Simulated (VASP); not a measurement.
Al4Co: relaxation of cell and atoms with PBE

Crystal: Al4Co.

```xyz
10
Lattice="4.1769 0.0000 0.0000 0.0000 4.1769 0.0000 0.0000 0.0000 8.9354" Properties=species:S:1:pos:R:3 pbc="T T T"
Al    0.0000    0.0000    0.0000
Al    2.0885    2.0885    0.0000
Al    0.0000    2.0885    4.3339
Al    2.0885    0.0000    4.6015
Al    0.0000    0.0000    2.6325
Al    2.0885    2.0885    2.6325
Al    2.0885    2.0885    6.3029
Al    0.0000    0.0000    6.3029
Co    0.0000    2.0885    1.5671
Co    2.0885    0.0000    7.3683
```

The cell was generated, and may not be a known phase.

```yaml
Program: VASP 6.6.1
Task: relaxation of cell and atoms
Functional: PBE
Potentials_or_basis: VASP PAW PBE potentials, release 64 (Al, Co)
Cutoff: 600 eV
k_mesh: 8 × 8 × 4
Occupations: gaussian, width 0.1 eV
Spin: no spin polarisation
Dipole_correction: no
Further_INCAR_settings: ALGO = Fast; EDIFF = 1e-06; IBRION = 2; EDIFFG = -0.01; NSW = 100; ISIF = 3
```

```
Relaxed volume                        : 15.60 Å³/atom
Relaxed cell                          : a = 4.168 Å, b = 4.168 Å, c = 8.978 Å, α = 90.00°, β = 90.00°, γ = 90.00°
Space group after relaxing (to 0.1 Å) : P4/nmm (No. 129)
Energy gained by relaxing             : 0.2 meV/atom
Ionic steps                           : 11
Pressure after relaxing               : 0.0 GPa
Largest force after relaxing          : 0.005 eV/Å
Band gap on the k mesh                : zero (bands 21 and 22 overlap by 2.12 eV)
```

Forces in eV/Å, atoms in the order of the input:
```
Al   0.000  0.000  0.000
Al   0.000  0.000  0.000
Al   0.000  0.000  0.000
Al   0.000  0.000  0.000
Al   0.000  0.000 -0.001
Al   0.000  0.000 -0.001
Al   0.000  0.000  0.001
Al   0.000  0.000  0.001
Co   0.000  0.000 -0.005
Co   0.000  0.000  0.005
```

Stress tensor (GPa, compression positive):
```
-0.03  0.00  0.00
 0.00 -0.03  0.00
 0.00  0.00  0.06
```

The path:
```csv
step,energy change (eV),largest force (eV/Å),pressure (GPa),volume (Å³)
1,0.0000,0.0413,0.09,155.89
2,-0.0016,0.0274,-0.03,156.10
3,-0.0018,0.0347,-0.17,156.32
4,-0.0019,0.0321,-0.17,156.24
5,-0.0021,0.0311,0.04,155.88
6,-0.0022,0.0238,0.07,155.96
7,-0.0022,0.0216,0.03,155.99
8,-0.0022,0.0230,0.00,155.98
9,-0.0022,0.0237,0.00,155.97
10,-0.0023,0.0143,0.01,155.97
11,-0.0023,0.0048,0.00,155.96
```

Final structure:
```yaml
crystal:
  lattice:
    - [4.16792, 0.00000, 0.00000]
    - [0.00000, 4.16792, 0.00000]
    - [0.00000, 0.00000, 8.97812]
  atoms:
    - { symbol: Al, position: [0.00000, 0.00000, 0.00000] }
    - { symbol: Al, position: [0.50000, 0.50000, 0.00000] }
    - { symbol: Al, position: [0.00000, 0.50000, 0.48503] }
    - { symbol: Al, position: [0.50000, 0.00000, 0.51497] }
    - { symbol: Al, position: [0.00000, 0.00000, 0.29401] }
    - { symbol: Al, position: [0.50000, 0.50000, 0.29401] }
    - { symbol: Al, position: [0.50000, 0.50000, 0.70599] }
    - { symbol: Al, position: [0.00000, 0.00000, 0.70599] }
    - { symbol: Co, position: [0.00000, 0.50000, 0.17550] }
    - { symbol: Co, position: [0.50000, 0.00000, 0.82450] }
```

Levels at points of the mesh, in eV from the Fermi level:
```csv
k point,band 18,band 19,band 20,band 21,band 22,band 23,band 24,band 25
"(0.00, 0.00, 0.00)",-1.26,-0.07,0.02,0.02,0.19,0.19,1.27,1.74
"(0.50, 0.00, 0.00)",-0.92,-0.28,-0.28,0.03,0.03,1.08,1.08,1.50
"(0.50, 0.50, 0.00)",-1.56,-1.40,-1.40,-0.82,-0.82,0.62,0.62,1.73
"(0.00, 0.00, 0.50)",-1.07,-0.98,-0.98,0.95,1.31,1.67,1.82,1.82
"(0.50, 0.00, 0.50)",-1.07,-0.46,-0.46,0.46,0.46,1.12,1.12,2.49
"(0.50, 0.50, 0.50)",-1.56,-1.46,-1.46,-1.17,-1.17,0.32,0.32,0.93
```

Wall time 8 min on 1 thread of Intel(R) Xeon(R) 6975P-C (Granite Rapids) (shared host), peak memory 0.45 GiB.

Caveat: the run has no spin polarisation, though such a crystal can be magnetic. Spin polarisation is off, so any magnetic state and its effect on volume and gap are missing.
